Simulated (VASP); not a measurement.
Wanted: the native input for a VASP 6.6.1 run.

```
Task                   : single point
Functional             : PBE
Potentials or basis    : VASP PAW PBE potentials, release 64 (Pt)
Cutoff                 : 500 eV
k mesh                 : 8 × 8 × 8
Occupations            : gaussian, width 0.1 eV
Spin                   : no spin polarisation
Dipole correction      : no
Further INCAR settings : ALGO = Normal; EDIFF = 1e-06; NBANDS = 11
```

The structure of Pt lies in POSCAR:

```
Pt
1.0
    0.0000000000      1.9834730198      1.9834730198
    1.9834730198      0.0000000000      1.9834730198
    1.9834730198      1.9834730198      0.0000000000
Pt
1
Direct
    0.0000000000      0.0000000000      0.0000000000
```

The input as run:

INCAR

```
ALGO = Normal ; EDIFF = 1E-6
ENCUT = 500 ; GGA = PE
GGA_COMPAT = F ; ISIF = 2
ISMEAR = 0 ; LASPH = T
LCHARG = T ; LELF = T
LREAL = F ; LVHAR = T
LWAVE = F ; NBANDS = 11
NELM = 120 ; PREC = Accurate
SIGMA = 0.1
```

KPOINTS

```
k-points
0
Gamma
  8 8 8
```

Potentials or basis: VASP PAW PBE potentials, release 64 (Pt).

Command:

```sh
$ cat potpaw_PBE.64/Pt/POTCAR > POTCAR
$ mpirun -np 1 vasp_std > vasp.out
```

Results of the run:

```yaml
Pressure: -0.6 GPa
Band_gap_on_the_k_mesh: zero (band 5 reaches 11.04 eV, above the bottom of band 6 at 8.94 eV)
```

Caveat: spin-orbit coupling is left out, which moves the levels of the heavy elements.

Wall time 2.6 s on 1 thread of Intel(R) Xeon(R) 6975P-C (Granite Rapids), with other jobs on the host, peak memory 0.12 GiB.
